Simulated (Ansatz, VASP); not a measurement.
## SnO in VASP and in Ansatz

```
Sn O
1.0
     0.00000    2.48518    2.48518
     2.48518    0.00000    2.48518
     2.48518    2.48518    0.00000
Sn O
1 1
Direct
  0.00000 0.00000 0.00000
  0.50000 0.50000 0.50000
```

Alike in both runs: task single point; functional r2SCAN; k mesh 8 × 8 × 8; occupations fermi-dirac, width 0.02 eV; no spin polarisation.

|  | VASP | Ansatz |
| --- | --- | --- |
| version | VASP 6.6.1 | Ansatz 0.2.0 |
| potentials or method | VASP PAW PBE potentials, release 64 (Sn_d, O) | plane waves, PAW |
| plane-wave cutoff (eV) | 520 | 500 |
| valence electrons in the cell | 20 | 20 |

Ansatz gave:

| Item | Value |
| --- | --- |
| gap on the k mesh at the Fermi level (eV) | 1.02 |
| pressure (GPa) | 7.3 |

Task: Estimate VASP's values.

Result: gap on the k mesh at the Fermi level (eV): 1.02; pressure (GPa): 7.5.

VASP's potentials were made for PBE, not for r2SCAN.
